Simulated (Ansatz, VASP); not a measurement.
**Two plane-wave programs on NaI**

The input POSCAR:

```
NaI
1.0
    0.0040455000      3.2364000000      3.2364000000
    3.2404455000      0.0000000000      3.2404455000
    3.2364000000      3.2364000000      0.0040455000
Na I
1 1
Direct
    0.0000000000      0.0000000000      0.0000000000
    0.5000000000      0.5000000000      0.5000000000
```

Contents of INCAR.step1:

```
SYSTEM = NaI
PREC     = Accurate       ! precision mode
ENCUT    = 520            ! plane-wave cutoff, eV
ISMEAR   = 0              ! smearing method
SIGMA    = 0.05           ! smearing width, eV
LREAL    = .FALSE.        ! projectors in reciprocal space
LASPH    = .TRUE.         ! aspherical terms in the spheres
NELM     = 80             ! most SCF steps
NBANDS   = 14             ! bands
GGA      = PE             ! functional
ALGO     = Normal         ! electronic algorithm
EDIFF    = 1E-4           ! SCF threshold, eV
LWAVE    = .TRUE.         ! write WAVECAR
LCHARG   = .FALSE.        ! write CHGCAR
```

The input INCAR.step2:

```
SYSTEM = NaI
PREC     = Accurate       ! precision mode
ENCUT    = 520            ! plane-wave cutoff, eV
EDIFF    = 1E-6           ! SCF threshold, eV
ISMEAR   = 0              ! smearing method
SIGMA    = 0.05           ! smearing width, eV
LREAL    = .FALSE.        ! projectors in reciprocal space
LASPH    = .TRUE.         ! aspherical terms in the spheres
NELM     = 80             ! most SCF steps
ALGO     = Normal         ! electronic algorithm
ISIF     = 2              ! what is computed and relaxed
LWAVE    = .FALSE.        ! write WAVECAR
LCHARG   = .FALSE.        ! write CHGCAR
METAGGA  = R2SCAN         ! meta-GGA
LMIXTAU  = .TRUE.       
NBANDS   = 14             ! bands
ISTART   = 1
```

File KPOINTS:

```
regular mesh
0
G
  6 6 6
  0 0 0
```

Input for Ansatz:

```yaml
crystal:
  lattice:
    - [0.0040455, 3.2364, 3.2364]
    - [3.2404455, 0.0, 3.2404455]
    - [3.2364, 3.2364, 0.0040455]
  atoms:
    - { symbol: Na, position: [0.0, 0.0, 0.0] }
    - { symbol: I, position: [0.5, 0.5, 0.5] }
basis:
  ecutwfc: 500
kpoints:
  mp_grid: { grid: [6, 6, 6] }
hamiltonian:
  xc: r2scan
scf:
  occupations: { method: gaussian, width: 0.05 }
output:
  forces: true
  stress: true
  eigenvalues: true
```

Change from the starting cell: strain +0.0025 x Voigt [0, 0, 0, 0, 1, 0], atoms carried along.

Alike in both runs: task single point; functional r2SCAN; k mesh 6 × 6 × 6; occupations gaussian, width 0.05 eV; no spin polarisation.

```csv
,VASP,Ansatz
version,VASP 6.6.1,Ansatz 0.2.0
potentials or method,"VASP PAW PBE potentials, release 64 (Na_pv, I), cutoff 520 eV","scalar-relativistic, plane waves, PAW"
valence electrons in the cell,14,26
```

```tsv
	VASP	Ansatz	Ansatz less VASP
gap on the k mesh at the Fermi level (eV)	4.43	4.42	-0.009
least direct gap on the mesh (eV)	4.43	4.42	-0.009
pressure (GPa)	-0.2	-0.1	+0.09
```

VASP's potentials were made for PBE, not for r2SCAN. VASP's potentials hold 14 valence electrons a cell and Ansatz's 26, so a difference there can come from the potentials and not from the codes.

Neither program's run includes spin-orbit coupling.
